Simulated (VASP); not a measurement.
# Cd9O8 in VASP: notebook, part 2 of 2

VASP 6.6.1. The steps go on from the part before.

## 3. Single point, LDA

INCAR reads:

```
PREC = Accurate
ENCUT = 520
EDIFF = 1E-6
ISMEAR = -1
SIGMA = 0.05
LREAL = Auto
LASPH = T
NELM = 60
ALGO = Normal
ISIF = 2
LWAVE = F
LCHARG = F
NBANDS = 92
```

KPOINTS reads:

```
regular mesh
0
Gamma
  2 2 1
```

POSCAR reads:

```
Cd9O8
1.0
    6.6892300000      0.0000000000      0.0000000000
    3.3446150000      5.7930430000      0.0000000000
    0.0000000000      0.0000000000     15.0963000000
Cd O
9 8
Direct
    0.0000000000      0.0000000000      0.0662413969
    0.0000007345      0.4999962887      0.0662413969
    0.4999977576      0.0000000000      0.0662413969
    0.4999984921      0.4999962887      0.0662413969
    0.6261282702      0.7332933659      0.3351019786
    0.6144361588      0.2513877422      0.2573345787
    0.1939639928      0.7208991889      0.2897928632
    0.0908883537      0.3310177397      0.2435033750
    0.2664906526      0.3551328723      0.4232957745
    0.3364381322      0.8483451616      0.1256400575
    0.3677833291      0.3672508559      0.1654445129
    0.8528088524      0.8376944552      0.1249378987
    0.8455022418      0.3351779022      0.0980041467
   -0.0258731040      0.6146510564      0.3606247889
   -0.0189503935      0.1080433893      0.2848578791
    0.4624022532      0.5301013647      0.3810668839
    0.4752506915      1.0880292102      0.3404741559
```

Potentials or basis: VASP PAW LDA potentials, release 64 (Cd, O).

Run with:

```
$ cat potpaw_LDA.64/Cd/POTCAR potpaw_LDA.64/O/POTCAR > POTCAR
$ mpirun -np 1 vasp_std > vasp.out
```

OUTCAR:

```text
PREC = Accurate
   ENCUT = 520
   EDIFF = 1E-6
   ISMEAR = -1
   LREAL = Auto
   LASPH = T
   NELM = 60
   ISIF = 2

 ion  position               nearest neighbor table
   1  0.000  0.000  0.066-  12 2.00  13 2.00  10 2.15   2 3.34   3 3.34   4 3.34   4 3.34   3 3.34
                             2 3.34   6 3.67   8 3.71   7 3.76
   2  0.000  0.500  0.066-  13 1.91  12 2.15  11 2.63   8 2.85   3 3.34   1 3.34   4 3.34   4 3.34
                             1 3.34   3 3.34
   3  0.500  0.000  0.066-  10 2.03  12 2.23  11 2.62   2 3.34   4 3.34   1 3.34   1 3.34   4 3.34
                             2 3.34   6 3.61   8 3.67
   4  0.500  0.500  0.066-  13 2.06  11 2.14  10 2.21   6 3.22   3 3.34   2 3.34   1 3.34   1 3.34
                             2 3.34   3 3.34
   5  0.626  0.733  0.335-  17 2.06  14 2.09  16 2.24   7 3.01   8 3.23   6 3.47   6 3.62
   6  0.614  0.251  0.257-  11 1.99  17 2.16  15 2.18  16 2.47   7 3.03   4 3.22   9 3.25   8 3.28
                             5 3.47   8 3.49   3 3.61   5 3.62   1 3.67   7 3.76
   7  0.194  0.721  0.290-  16 2.11  14 2.20  15 2.25  11 2.78   5 3.01   9 3.02   6 3.03   8 3.09
                             6 3.76   1 3.76
   8  0.091  0.331  0.244-  15 2.06  11 2.31  14 2.42  17 2.69  13 2.73   2 2.85   9 2.99   7 3.09
                             5 3.23   6 3.28   6 3.49   3 3.67   1 3.71
[... 579 lines left out ...]
     89       3.0506      0.00000
     90       3.2891      0.00000
 [bands above 90 left out]

------------------------ aborting loop because EDIFF is reached ----------------------------------------

  FORCE on cell =-STRESS in cart. coord.  units (eV):
  Direction    XX          YY          ZZ          XY          YZ          ZX
  --------------------------------------------------------------------------------------
  -------------------------------------------------------------------------------------
  Total        7.7194042      2.8918904     -1.1166914      2.7909024     -4.5872592     -1.0963710
  in kB       21.1417517      7.9202522     -3.0583723      7.6436682    -12.5634949     -3.0027193
  external PRESSURE =       8.6678772 kB  Pullay stress =       0.0000000 kB

 VOLUME and BASIS-vectors are now :
 -----------------------------------------------------------------------------
  energy-cutoff  :      520.00
  volume of cell :      585.00
      direct lattice vectors                 reciprocal lattice vectors
     6.689230000  0.000000000  0.000000000     0.149494037 -0.086310424  0.000000000
     3.344615000  5.793043000  0.000000000     0.000000000  0.172620849  0.000000000
     0.000000000  0.000000000 15.096300000     0.000000000  0.000000000  0.066241397

 POSITION                                       TOTAL-FORCE (eV/Angst)
 -----------------------------------------------------------------------------------
      0.00000      0.00000      1.00000         0.965444     -1.024111      0.044925
      1.67230      2.89650      1.00000         3.743148      1.680328     -0.813425
      3.34460      0.00000      1.00000         1.139257      1.253084      0.455315
      5.01690      2.89650      1.00000        -1.331333      0.781184     -0.280143
      6.64090      4.24800      5.05880        -0.804569     -0.319523      0.804528
      4.95090      1.45630      3.88480         2.652432     -1.331648      1.823173
[... 9 lines left out ...]
      4.86610      3.07090      5.75270         0.738466      0.062945     -0.626835
      3.47348      0.50996      5.13990        -0.617490     -0.204156     -0.251008
 -----------------------------------------------------------------------------------
    total drift:                                0.002802      0.001329     -0.007473

  FREE ENERGIE OF THE ION-ELECTRON SYSTEM (eV)
  ---------------------------------------------------
  free  energy   TOTEN  =       -66.0100228266 eV

  energy  without entropy=      -66.0020868058  energy(sigma->0) =      -66.00605482
```

stdout:

```text
POSCAR found type information on POSCAR CdO
 POSCAR found :  2 types and      17 ions
 scaLAPACK will be used
 LDA part: xc-table for (Slater(with rela. corr.)+CA(PZ))
 , standard interpolation
 POSCAR, INCAR and KPOINTS ok, starting setup
 FFT: planning ... GRIDC
 FFT: planning ... GRID_SOFT
 FFT: planning ... GRID
 WAVECAR not read
 entering main loop
```

It took 5.4 min on 1 thread of AMD EPYC 9R45 (Zen 5), shared host; peak memory 0.48 GiB.

What came out:

```
Free energy            : -66.0100 eV
Largest force          : 4.183 eV/Å
Band gap on the k mesh : 0.44 eV
```

Forces on the atoms (eV/Å):
```
Cd   0.965 -1.024  0.045
Cd   3.743  1.680 -0.813
Cd   1.139  1.253  0.455
Cd  -1.331  0.781 -0.280
Cd  -0.805 -0.320  0.805
Cd   2.652 -1.332  1.823
Cd  -0.302  2.291 -0.804
Cd   0.335 -0.837  0.296
Cd   0.520 -0.021  0.230
O   -0.438 -0.834 -0.113
O   -2.455  0.412 -0.622
O   -1.727 -0.822  0.004
O   -1.628 -0.231  0.845
O   -0.114 -0.426 -0.718
O   -0.679 -0.430 -0.273
O    0.738  0.063 -0.627
O   -0.617 -0.204 -0.251
```

Levels at points of the mesh, in eV from the valence-band top:
| k point | band 75 | band 76 | band 77 | band 78 | band 79 | band 80 | band 81 | band 82 |
| --- | --- | --- | --- | --- | --- | --- | --- | --- |
| (0.00, 0.00, 0.00) | -1.10 | -0.86 | -0.70 | -0.63 | 0.45 | 1.87 | 2.17 | 2.23 |
| (0.50, 0.00, 0.00) | -1.16 | -0.88 | -0.73 | 0.00 | 0.56 | 1.32 | 1.86 | 2.05 |
| (0.50, 0.50, 0.00) | -1.11 | -1.00 | -0.80 | -0.02 | 0.57 | 1.27 | 1.89 | 2.03 |
| (0.00, 0.50, 0.00) | -1.04 | -0.87 | -0.73 | 0.00 | 0.44 | 1.26 | 1.99 | 2.23 |

Caveat: the k points lie up to 0.54 Å⁻¹ apart.

## 4. Single point, LDA

INCAR reads:

```
SYSTEM = Cd9O8
ALGO     = Normal         ! electronic algorithm
EDIFF    = 1E-6           ! SCF threshold, eV
ENCUT    = 520            ! plane-wave cutoff, eV
GGA      = CA             ! functional
ISIF     = 2              ! what is computed and relaxed
ISMEAR   = -1             ! smearing method
LASPH    = .TRUE.         ! aspherical terms in the spheres
LCHARG   = .FALSE.        ! write CHGCAR
LREAL    = Auto         
LWAVE    = .FALSE.        ! write WAVECAR
NBANDS   = 92             ! bands
NELM     = 60             ! most SCF steps
PREC     = Accurate       ! precision mode
SIGMA    = 0.05           ! smearing width, eV
```

KPOINTS reads:

```
k-points
0
G
  2 2 1
  0 0 0
```

POSCAR reads:

```
Cd9O8
1.0
    6.6892300000      0.0000000000      0.0000000000
    3.3446150000      5.7930430000      0.0000000000
    0.0000000000      0.0000000000     15.0963000000
Cd O
9 8
Direct
    0.0000000000      0.0000000000      0.0662413969
    0.0000007345      0.4999962887      0.0662413969
    0.4999977576      0.0000000000      0.0662413969
    0.4999984921      0.4999962887      0.0662413969
    0.6212557455      0.7601704320      0.3750919099
    0.5666291930      0.2573949477      0.2553274643
    0.1814977341      0.7555787174      0.2693772646
    0.1279772184      0.2378542676      0.2480607831
    0.2558461037      0.4172936400      0.4205997496
    0.3219992850      0.8670572616      0.1327080145
    0.3312883630      0.3471060028      0.1520438783
    0.8325360880      0.8429593911      0.0980438915
    0.8213920940      0.3466226645      0.1286275445
   -0.0215712979      0.5653850662      0.3360955996
   -0.0856425235      0.0815288269      0.2414565158
    0.4348314922      0.6016872307      0.3683154150
    0.4356130468      1.1110050452      0.3414015355
```

Run with:

```
$ cat potpaw_LDA.64/Cd/POTCAR potpaw_LDA.64/O/POTCAR > POTCAR
$ mpirun -np 1 vasp_std > vasp.out
```

Run time: 5.6 min. Hardware: 1 thread of AMD EPYC 9R45 (Zen 5), shared host; peak memory 0.49 GiB.

The run converged. Its results:

- Free energy: -66.5953 eV
- Largest force: 2.529 eV/Å
- Band gap on the k mesh: 0.16 eV (least direct gap 0.23 eV)

Forces in eV/Å, atoms in the order of the input:
```
Cd   1.950  1.552  0.428
Cd   0.559 -1.077  0.076
Cd  -0.923  1.624 -0.048
Cd  -0.771  0.626  0.223
Cd   1.484 -0.059 -0.585
Cd   1.880  0.266  0.100
Cd  -0.768  0.073 -0.463
Cd  -0.853  0.299 -0.183
Cd   0.867  0.029  0.302
O   -0.435 -0.986  0.066
O   -0.879  0.320 -0.495
O   -0.854 -1.102  0.150
O    0.649  0.412 -1.289
O   -0.409  0.449 -0.386
O    0.899 -0.669  0.983
O   -1.427 -1.355  0.156
O   -0.969 -0.402  0.966
```

Levels at points of the mesh, in eV from the valence-band top:
| k point | band 74 | band 75 | band 76 | band 77 | band 78 | band 79 | band 80 | band 81 | band 82 | band 83 |
| --- | --- | --- | --- | --- | --- | --- | --- | --- | --- | --- |
| (0.00, 0.00, 0.00) | -1.48 | -1.33 | -1.28 | -1.16 | -0.92 | 0.16 | 1.51 | 1.91 | 2.33 | 2.40 |
| (0.50, 0.00, 0.00) | -1.70 | -1.54 | -1.27 | -0.81 | -0.19 | 0.49 | 0.63 | 1.73 | 1.86 | 2.11 |
| (0.50, 0.50, 0.00) | -1.60 | -1.55 | -1.35 | -0.79 | 0.00 | 0.23 | 0.57 | 1.83 | 2.07 | 2.19 |
| (0.00, 0.50, 0.00) | -1.56 | -1.47 | -1.36 | -0.80 | -0.03 | 0.39 | 0.52 | 1.71 | 1.88 | 2.15 |

Caveat: the k points lie up to 0.54 Å⁻¹ apart.

## 5. Overview

```csv
cell,gap on the mesh (eV),largest force (eV/Å)
"as given, atomic positions A",none,4.06
"as given, atomic positions B",0.44,4.18
"as given, atomic positions C",0.16,2.53
```

Alike in all rows: task single point; level LDA; potentials or basis VASP PAW LDA potentials, release 64 (Cd, O); no spin polarisation; k mesh 2 × 2 × 1; cutoff (eV) 520; smearing fermi-dirac 0.05 eV.

Caveats: all runs use coarse meshes.

Absolute energies hang on the potentials; compare differences alone.
